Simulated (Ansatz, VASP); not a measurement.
C: VASP beside Ansatz

File INCAR:

```
PREC     = Accurate       # precision mode
ENCUT    = 910            # plane-wave cutoff, eV
EDIFF    = 1E-6           # SCF threshold, eV
ISMEAR   = -1             # smearing method
SIGMA    = 0.05           # smearing width, eV
LREAL    = False          # projectors in reciprocal space
LASPH    = True           # aspherical terms in the spheres
NELM     = 120            # most SCF steps
ALGO     = Normal         # electronic algorithm
ISIF     = 2              # what is computed and relaxed
LWAVE    = False          # write WAVECAR
LCHARG   = False          # write CHGCAR
GGA      = PS             # functional
NBANDS   = 11             # bands
GGA_COMPAT= False
```

File KPOINTS:

```
Automatic mesh
0
Gamma
  13 13 13
```

Contents of POSCAR:

```
C
1.0
    0.0000000000      1.7833700000      1.7833700000
    1.7833700000      0.0000000000      1.7833700000
    1.7833700000      1.7833700000      0.0000000000
C
2
Direct
    0.7500000000      0.7500000000      0.7500000000
    0.5000000000      0.5000000000      0.5000000000
```

Contents of input.yaml:

```yaml
crystal:
  lattice:
    - [0.0, 1.78337, 1.78337]
    - [1.78337, 0.0, 1.78337]
    - [1.78337, 1.78337, 0.0]
  atoms:
    - { symbol: C, position: [0.75, 0.75, 0.75] }
    - { symbol: C, position: [0.5, 0.5, 0.5] }
hamiltonian:
  xc: pbesol
  pseudopotentials: { kind: paw }
kpoints:
  mp_grid: { grid: [13, 13, 13] }
scf:
  occupations: { method: fermi_dirac, width: 0.05 }
output:
  forces: true
  stress: true
  eigenvalues: true
```

Alike in both runs: task single point; functional PBEsol; k mesh 13 × 13 × 13; occupations fermi-dirac, width 0.05 eV; no spin polarisation.

|  | VASP | Ansatz |
| --- | --- | --- |
| version | VASP 6.6.1 | Ansatz 0.2.0 |
| potentials or method | VASP PAW PBE potentials, release 64 (C_h) | Ansatz PAW |
| plane-wave cutoff (eV) | 910 | 420 |
| valence electrons in the cell | 8 | 8 |

|  | VASP | Ansatz | Ansatz less VASP |
| --- | --- | --- | --- |
| gap on the k mesh at the Fermi level (eV) | 4.02 | 4.02 | +0.001 |
| least direct gap on the mesh (eV) | 5.54 | 5.54 | -0.005 |

VASP's potentials were made for PBE, not for PBEsol.

Noted on VASP's run: the cutoff is short for stress, so the pressure is rough. Noted on Ansatz's run: Pulay correction over one GPa; odd divisions of the mesh miss points on the zone boundary, where band edges often lie, so the gap on the mesh can be too wide.
